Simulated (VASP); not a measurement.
# CdS (Cm) in VASP: notebook

Runs on CdS. Level: r2SCAN. Tasks: single point.

Everything below comes from runs of VASP 6.6.1. Logs are shortened: lines on timing, memory, paths and dates and some standing lists are left out, and cuts for length are marked.

## (1) The cell of the first run

Symmetry: Cm, No. 8, monoclinic system. The conventional cell has a = 7.128 Å, b = 4.115 Å, c = 4.115 Å, α = 90.00°, β = 125.26°, γ = 90.00°. Cd (site symmetry m) has 4 S at 2.28 to 2.77 Å within 3.0 Å. S (site symmetry m) has 4 Cd at 2.28 to 2.77 Å within 3.0 Å.

## (2) Single point, r2SCAN

The input, POSCAR:

```
CdS
1.0
    0.0000000000      2.9100000000      2.9100000000
    2.9100000000      0.0000000000      2.9100000000
    2.9100000000      2.9100000000      0.0000000000
Cd S
1 1
Direct
    0.0000000000      0.0000000000      0.0000000000
    0.8228976063      0.7500000000      0.7500000000
```

The input, INCAR.step1:

```
  ALGO = Normal
  EDIFF = 1E-4
  ENCUT = 520
  GGA = PE
  ISMEAR = 0
  LASPH = True
  LCHARG = False
  LREAL = False
  LWAVE = True
  NBANDS = 16
  NELM = 100
  PREC = Accurate
  SIGMA = 0.05
```

The input, INCAR.step2:

```
  ALGO = Normal
  EDIFF = 1E-6
  ENCUT = 520
  ISIF = 2
  ISMEAR = 0
  ISTART = 1
  LASPH = True
  LCHARG = False
  LMIXTAU = True
  LREAL = False
  LWAVE = False
  METAGGA = R2SCAN
  NBANDS = 16
  NELM = 100
  PREC = Accurate
  SIGMA = 0.05
```

The input, KPOINTS:

```
k-points
0
Gamma
  8 8 8
```

Potentials or basis: VASP PAW PBE potentials, release 64 (Cd, S).

Launch:

```console
> cat potpaw_PBE.64/Cd/POTCAR potpaw_PBE.64/S/POTCAR > POTCAR
> cp INCAR.step1 INCAR
> mpirun -np 1 vasp_std > vasp.out
> cp INCAR.step2 INCAR
> mpirun -np 1 vasp_std > vasp.out
```

OUTCAR:

```text
EDIFF = 1E-6
   ENCUT = 520
   ISIF = 2
   ISMEAR = 0
   ISTART = 1
   LASPH = True
   LREAL = False
   METAGGA = R2SCAN
   NELM = 100
   PREC = Accurate

 ion  position               nearest neighbor table
   1  0.000  0.000  0.000-   2 2.28   2 2.54   2 2.54   2 2.77
   2  0.823  0.750  0.750-   1 2.28   1 2.54   1 2.54   1 2.77

  LATTYP: Found a face centered cubic cell.
 ALAT       =     5.8200000000

  Lattice vectors:

 A1 = (   0.0000000000,   2.9100000000,   2.9100000000)
 A2 = (   2.9100000000,   0.0000000000,   2.9100000000)
 A3 = (   2.9100000000,   2.9100000000,   0.0000000000)

Analysis of symmetry for initial positions (statically):
=====================================================================
 Subroutine PRICEL returns:
 Original cell was already a primitive cell.

 Routine SETGRP: Setting up the symmetry group for a
 face centered cubic supercell.

 Subroutine GETGRP returns: Found  2 space group operations
 (whereof  2 operations were pure point group operations)
 out of a pool of 48 trial point group operations.

The static configuration has the point symmetry C_1h.

Analysis of symmetry for dynamics (positions and initial velocities):
=====================================================================
 Subroutine PRICEL returns:
 Original cell was already a primitive cell.

 Routine SETGRP: Setting up the symmetry group for a
 face centered cubic supercell.

 Subroutine GETGRP returns: Found  2 space group operations
 (whereof  2 operations were pure point group operations)
 out of a pool of 48 trial point group operations.

The dynamic configuration has the point symmetry C_1h.

 Subroutine INISYM returns: Found  2 space group operations
 (whereof  2 operations are pure point group operations),
 and found     1 'primitive' translations

----------------------------------------------------------------------------------------

                                     Primitive cell

  volume of cell :      49.2843

  direct lattice vectors                    reciprocal lattice vectors
     0.000000000  2.910000000  2.910000000    -0.171821306  0.171821306  0.171821306
     2.910000000  0.000000000  2.910000000     0.171821306 -0.171821306  0.171821306
     2.910000000  2.910000000  0.000000000     0.171821306  0.171821306 -0.171821306

  length of vectors
     4.115361467  4.115361467  4.115361467     0.297603232  0.297603232  0.297603232

  position of ions in fractional coordinates (direct lattice)
     0.000000000  0.000000000  0.000000000
     0.822897606  0.750000000  0.750000000

  ion indices of the primitive-cell ions
   primitive index   ion index
                 1           1
                 2           2

----------------------------------------------------------------------------------------

 KPOINTS: k-points

Automatic generation of k-mesh.
 Grid dimensions read from file:
 generate k-points for:    8    8    8

 Generating k-lattice:

  Cartesian coordinates                     Fractional coordinates (reciprocal lattice)
    -0.021477663  0.021477663  0.021477663     0.125000000  0.000000000  0.000000000
     0.021477663 -0.021477663  0.021477663     0.000000000  0.125000000  0.000000000
     0.021477663  0.021477663 -0.021477663     0.000000000  0.000000000  0.125000000

  Length of vectors
     0.037200404  0.037200404  0.037200404

  Shift w.r.t. Gamma in fractional coordinates (k-lattice)
     0.000000000  0.000000000  0.000000000

 Subroutine IBZKPT returns following result:
 ===========================================

 Found    150 irreducible k-points:

 Following reciprocal coordinates:
            Coordinates               Weight
  0.000000  0.000000  0.000000      1.000000
  0.125000  0.000000  0.000000      2.000000
  0.000000  0.125000  0.000000      4.000000
  0.125000  0.125000  0.125000      2.000000
  0.250000  0.000000  0.000000      2.000000
  0.000000  0.250000  0.000000      4.000000
[... 16 lines left out ...]
  0.375000  0.125000  0.000000      4.000000
  0.000000  0.375000  0.125000      4.000000
 [... further k-points ...]
   k-points           NKPTS =    150   k-points in BZ     NKDIM =    150   number of bands    NBANDS=     16
   number of dos      NEDOS =    301   number of ions     NIONS =      2
   total plane-waves  NPLWV =  32768
   dimension x,y,z NGX =    32 NGY =   32 NGZ =   32
   dimension x,y,z NGXF=    64 NGYF=   64 NGZF=   64
   ions per type =               1   1
   NGX,Y,Z   is equivalent  to a cutoff of  12.93, 12.93, 12.93 a.u.
   NGXF,Y,Z  is equivalent  to a cutoff of  25.85, 25.85, 25.85 a.u.
 SYSTEM =  unknown system
   PREC   = accura    normal or accurate (medium, high low for compatibility)
   ISTART =      1    job   : 0-new  1-cont  2-samecut
   ICHARG =      0    charge: 1-file 2-atom 10-const
   ISPIN  =      1    spin polarized calculation?
   LNONCOLLINEAR =      F non collinear calculations
   LSORBIT =      F    spin-orbit coupling
   LASPH  =      T    aspherical Exc in radial PAW
   ENCUT  =  520.0 eV  38.22 Ry    6.18 a.u.   7.65  7.65  7.65*2*pi/ulx,y,z
   NELM   =    100;   NELMIN=  2; NELMDL=  0     # of ELM steps
   EDIFF  = 0.1E-05   stopping-criterion for ELM
   LREAL  =      F    real-space projection
   EDIFFG = 0.1E-04   stopping-criterion for IOM
   NSW    =      0    number of steps for IOM
   IBRION =     -1    ionic relax: 0-MD 1-quasi-New 2-CG
   NFREE  =      0    steps in history (QN), initial steepest desc. (CG)
   ISIF   =      2    stress and relaxation
   ISYM   =      2    0-nonsym 1-usesym 2-fastsym
   POTIM  = 0.5000    time-step for ionic-motion
   TEBEG  =    0.0;   TEEND  =   0.0 temperature during run
   PSTRESS=    0.0 pullay stress
   NELECT =      18.0000    total number of electrons
   NUPDOWN=      -1.0000    fix difference up-down
   EMIN   =  10.00;   EMAX   =-10.00  energy-range for DOS
   EFERMI =   0.00;   METHOD = LEGACY
   ISMEAR =     0;   SIGMA  =   0.05  broadening in eV -4-tet -1-fermi 0-gaus
   EFERMI_NEDOS =   21; number of points for ismear=-14 and -15
   IALGO  =     38    algorithm
   IMIX   =      4    mixing-type and parameters
     AMIX     =   0.40;   BMIX     =  1.00
     AMIX_MAG =   1.60;   BMIX_MAG =  1.00
  volume/ion in A,a.u.               =      24.64       166.29
  Fermi-wavevector in a.u.,A,eV,Ry     =   1.170207  2.211371 18.631605  1.369384
  Thomas-Fermi vector in A             =   2.306669
   LORBIT       =      0    0 simple, 1 ext, 2 COOP (PROOUT), +10 PAW based schemes
   METAGGA = R2SCAN    functional components
   LHFCALC =     F    Hartree Fock is set to
   AEXX    =    0.0000 exact exchange contribution
   IVDW    =     0    specifies the selected vdW correction
   LEPSILON=     F    determine dielectric tensor
   LRPA    =     F    only Hartree local field effects (RPA)
 non-spin polarized calculation
 Gauss-broadening in eV      SIGMA  =   0.05
  energy-cutoff  :      520.00
  volume of cell :       49.28
 maximum number of plane-waves:      1363
   NGX = 15   NGY = 15   NGZ = 15

 number of electron      18.0000004 magnetization

 Free energy of the ion-electron system (eV)
  ---------------------------------------------------
  ext. energy  EPLUGINS =         0.00000000
  ---------------------------------------------------
  free energy    TOTEN  =       -29.41205899 eV

  energy without entropy =      -29.41205899  energy(sigma->0) =      -29.41205899

 E-fermi :   1.4396     XC(G=0):  -9.7613

 val. band max:        1.1955565057   @ k =   0.0000   0.0000   0.0000
 cond. band min:       2.8018826907   @ k =   0.0000   0.0000   0.0000
 fundamental gap:      1.6063261851
 Fermi energy:         1.4396233134

 k-point     1 :       0.0000    0.0000    0.0000
  band No.  band energies     occupation
      1     -11.9471      2.00000
      2      -7.1828      2.00000
      3      -7.0069      2.00000
      4      -6.7698      2.00000
      5      -6.4724      2.00000
      6      -6.4550      2.00000
[... 8 lines left out ...]
     15      12.9104      0.00000
     16      13.0922      0.00000

 k-point     2 :       0.1250    0.0000    0.0000
  band No.  band energies     occupation
      1     -11.8913      2.00000
      2      -7.1655      2.00000
      3      -7.0007      2.00000
      4      -6.7160      2.00000
      5      -6.4694      2.00000
      6      -6.4492      2.00000
[... 8 lines left out ...]
     15      12.5020      0.00000
     16      13.6359      0.00000

 k-point     3 :       0.0000    0.1250    0.0000
  band No.  band energies     occupation
      1     -11.8825      2.00000
      2      -7.1622      2.00000
      3      -6.9556      2.00000
      4      -6.7465      2.00000
      5      -6.4714      2.00000
      6      -6.4529      2.00000
[... 8 lines left out ...]
     15      12.4573      0.00000
     16      13.5615      0.00000

 k-point     4 :       0.1250    0.1250    0.1250
  band No.  band energies     occupation
      1     -11.8739      2.00000
      2      -7.1365      2.00000
      3      -6.9597      2.00000
      4      -6.7328      2.00000
      5      -6.4804      2.00000
      6      -6.4625      2.00000
[... 8 lines left out ...]
     15      12.3332      0.00000
     16      13.6048      0.00000

 k-point     5 :       0.2500    0.0000    0.0000
  band No.  band energies     occupation
      1     -11.7560      2.00000
      2      -7.1270      2.00000
      3      -6.9903      2.00000
      4      -6.5482      2.00000
      5      -6.4427      2.00000
      6      -6.4297      2.00000
[... 8 lines left out ...]
     15      12.4147      0.00000
     16      12.8284      0.00000

 k-point     6 :       0.0000    0.2500    0.0000
  band No.  band energies     occupation
      1     -11.7251      2.00000
      2      -7.0968      2.00000
      3      -6.8604      2.00000
      4      -6.6358      2.00000
      5      -6.4672      2.00000
      6      -6.4258      2.00000
[... 8 lines left out ...]
     15      12.3446      0.00000
     16      12.9069      0.00000

 k-point     7 :       0.2500    0.2500    0.2500
  band No.  band energies     occupation
      1     -11.6948      2.00000
      2      -6.9713      2.00000
      3      -6.8442      2.00000
      4      -6.6420      2.00000
      5      -6.4834      2.00000
      6      -6.4768      2.00000
[... 8 lines left out ...]
     15      12.1617      0.00000
     16      12.9501      0.00000

 k-point     8 :       0.3750    0.0000    0.0000
  band No.  band energies     occupation
      1     -11.6203      2.00000
      2      -7.0935      2.00000
      3      -6.9862      2.00000
      4      -6.4647      2.00000
      5      -6.4022      2.00000
      6      -6.2002      2.00000
[... 8 lines left out ...]
     15      13.1885      0.00000
     16      13.3819      0.00000

 k-point     9 :       0.0000    0.3750    0.0000
  band No.  band energies     occupation
      1     -11.5665      2.00000
      2      -7.0176      2.00000
      3      -6.8312      2.00000
      4      -6.4849      2.00000
      5      -6.4262      2.00000
      6      -6.2616      2.00000
[... 8 lines left out ...]
     15      12.9912      0.00000
     16      13.5420      0.00000
[... 172 lines left out ...]
 k-point    19 :       0.1250    0.1250   -0.1250
  band No.  band energies     occupation
      1     -11.7442      2.00000
      2      -7.1271      2.00000
      3      -6.8475      2.00000
      4      -6.6768      2.00000
      5      -6.4662      2.00000
      6      -6.4170      2.00000
[... 8 lines left out ...]
     15      13.1937      0.00000
     16      14.3179      0.00000

 k-point    20 :       0.2500    0.1250    0.2500
  band No.  band energies     occupation
      1     -11.7235      2.00000
      2      -7.0266      2.00000
      3      -6.8735      2.00000
      4      -6.6460      2.00000
      5      -6.4814      2.00000
      6      -6.4577      2.00000
[... 8 lines left out ...]
     15      13.0248      0.00000
     16      14.4161      0.00000

 k-point    21 :       0.1250   -0.1250   -0.1250
  band No.  band energies     occupation
      1     -11.7494      2.00000
      2      -7.1321      2.00000
      3      -6.9391      2.00000
      4      -6.6479      2.00000
      5      -6.4319      2.00000
      6      -6.4173      2.00000
[... 8 lines left out ...]
     15      13.1948      0.00000
     16      14.2368      0.00000

 k-point    22 :       0.1250    0.2500    0.2500
  band No.  band energies     occupation
      1     -11.7071      2.00000
      2      -7.0169      2.00000
      3      -6.8352      2.00000
      4      -6.6840      2.00000
      5      -6.4933      2.00000
      6      -6.4493      2.00000
[... 8 lines left out ...]
     15      12.8780      0.00000
     16      14.2832      0.00000

 k-point    23 :       0.3750    0.1250    0.0000
  band No.  band energies     occupation
      1     -11.6185      2.00000
      2      -7.0706      2.00000
      3      -6.9384      2.00000
      4      -6.4975      2.00000
      5      -6.4283      2.00000
      6      -6.2523      2.00000
[... 8 lines left out ...]
     15      13.6670      0.00000
     16      13.7842      0.00000

 k-point    24 :       0.0000    0.3750    0.1250
  band No.  band energies     occupation
      1     -11.5700      2.00000
      2      -7.0002      2.00000
      3      -6.8238      2.00000
      4      -6.5521      2.00000
      5      -6.4453      2.00000
      6      -6.2875      2.00000
[... 8 lines left out ...]
     15      13.6692      0.00000
     16      13.8590      0.00000

 [... further k-points ...]
[... 5 lines left out ...]
  --------------------------------------------------------------------------------------
  -------------------------------------------------------------------------------------
  Total        1.8280285      1.2377613      1.2377613      1.8201206      0.9175524      1.8201188
  in kB       59.4271051     40.2381989     40.2381989     59.1700310     29.8285755     59.1699716
  external PRESSURE =      46.6345009 kB  Pullay stress =       0.0000000 kB

 VOLUME and BASIS-vectors are now :
 -----------------------------------------------------------------------------
  energy-cutoff  :      520.00
  volume of cell :       49.28
      direct lattice vectors                 reciprocal lattice vectors
     0.000000000  2.910000000  2.910000000    -0.171821306  0.171821306  0.171821306
     2.910000000  0.000000000  2.910000000     0.171821306 -0.171821306  0.171821306
     2.910000000  2.910000000  0.000000000     0.171821306  0.171821306 -0.171821306

 POSITION                                       TOTAL-FORCE (eV/Angst)
 -----------------------------------------------------------------------------------
      0.00000      0.00000      0.00000         1.006877      1.318084      1.318084
      4.36500      4.57713      4.57713        -1.006877     -1.318084     -1.318084
 -----------------------------------------------------------------------------------
    total drift:                               -0.000429     -0.000216     -0.000216

  FREE ENERGIE OF THE ION-ELECTRON SYSTEM (eV)
  ---------------------------------------------------
  free  energy   TOTEN  =       -29.4120589880 eV

  energy  without entropy=      -29.4120589880  energy(sigma->0) =      -29.41205899
```

Run time: 3.8 min. Hardware: 1 thread of AMD EPYC 9R45 (Zen 5), shared host; peak memory 0.24 GiB.

Results:

```
Free energy            : -29.4121 eV
Pressure               : 4.7 GPa
Largest force          : 2.119 eV/Å
Band gap on the k mesh : 1.61 eV
```

Forces on the atoms (eV/Å):
```
Cd   1.007  1.318  1.318
S   -1.007 -1.318 -1.318
```

Stress tensor (GPa, compression positive):
```
5.94 5.92 5.92
5.92 4.02 2.98
5.92 2.98 4.02
```

Caveat: the cell differs from its parent crystal (all S atoms moved -0.300 Å, as atom 2 towards its neighbour atom 2 (S) at 4.115 Å); the cell stands under pressure; the PAW data sets were made with another functional, which shifts forces and pressure a little.

## (3) Single point, r2SCAN

Edit POSCAR of step 2 so:

```diff
@@ -9,2 +9,2 @@
     0.0000000000      0.0000000000      0.0000000000
-    0.8228976063      0.7500000000      0.7500000000
+    0.6953267953      0.7500000000      0.7500000000
```

The input, INCAR.step1:

```
SYSTEM = CdS
  ALGO = Normal
  EDIFF = 1E-4
  ENCUT = 520
  GGA = PE
  ISMEAR = 0
  LASPH = .True.
  LCHARG = .False.
  LREAL = .False.
  LWAVE = .True.
  NBANDS = 16
  NELM = 60
  PREC = Accurate
  SIGMA = 0.05
```

The input, INCAR.step2:

```
SYSTEM = CdS
  ALGO = Normal
  EDIFF = 1E-6
  ENCUT = 520
  ISIF = 2
  ISMEAR = 0
  ISTART = 1
  LASPH = .True.
  LCHARG = .False.
  LMIXTAU = .True.
  LREAL = .False.
  LWAVE = .False.
  METAGGA = R2SCAN
  NBANDS = 16
  NELM = 60
  PREC = Accurate
  SIGMA = 0.05
```

The input, KPOINTS:

```
k-points
0
Gamma
  8 8 8
  0 0 0
```

Potentials or basis: VASP PAW PBE potentials, release 64 (Cd, S).

Launch:

```console
> cat potpaw_PBE.64/Cd/POTCAR potpaw_PBE.64/S/POTCAR > POTCAR
> cp INCAR.step1 INCAR
> mpirun -np 1 vasp_std > vasp.out
> cp INCAR.step2 INCAR
> mpirun -np 1 vasp_std > vasp.out
```

It took 3.7 min on 1 thread of AMD EPYC 9R45 (Zen 5), shared host; peak memory 0.24 GiB.

Results (log left out):

```yaml
Free_energy: -29.5310 eV
Pressure: 3.6 GPa
Largest_force: 1.433 eV/Å
Band_gap_on_the_k_mesh: 1.61 eV
```

Forces on the atoms (eV/Å):
```
Cd   0.554 -0.934 -0.934
S   -0.554  0.934  0.934
```

Stress tensor (GPa, compression positive):
```
 4.26 -4.22 -4.22
-4.22  3.26  1.70
-4.22  1.70  3.26
```

Levels at points of the mesh, in eV from the valence-band top:
| k point | band 6 | band 7 | band 8 | band 9 | band 10 | band 11 | band 12 | band 13 |
| --- | --- | --- | --- | --- | --- | --- | --- | --- |
| (0.00, 0.00, 0.00) | -7.57 | -0.17 | -0.06 | 0.00 | 1.61 | 6.98 | 7.10 | 7.22 |
| (0.50, 0.00, 0.00) | -7.24 | -4.89 | -1.14 | -0.79 | 3.71 | 7.29 | 7.94 | 8.03 |
| (0.00, 0.50, 0.00) | -7.17 | -4.53 | -1.09 | -0.54 | 3.46 | 6.91 | 7.85 | 8.02 |
| (0.50, 0.50, 0.50) | -7.14 | -4.17 | -0.85 | -0.52 | 3.21 | 6.93 | 7.59 | 7.73 |
| (0.50, 0.50, 0.00) | -7.11 | -4.04 | -2.00 | -1.94 | 3.68 | 4.77 | 9.75 | 11.37 |
| (0.00, 0.50, 0.50) | -7.12 | -4.10 | -2.05 | -1.84 | 3.72 | 4.67 | 9.76 | 11.48 |

Caveat: the cell differs from its parent crystal (all S atoms moved +0.225 Å, as atom 2 towards its neighbour atom 2 (S) at 4.115 Å); the cell stands under pressure; the PAW data sets were made with another functional, which shifts forces and pressure a little.

(Continued in part 2 of 3.)
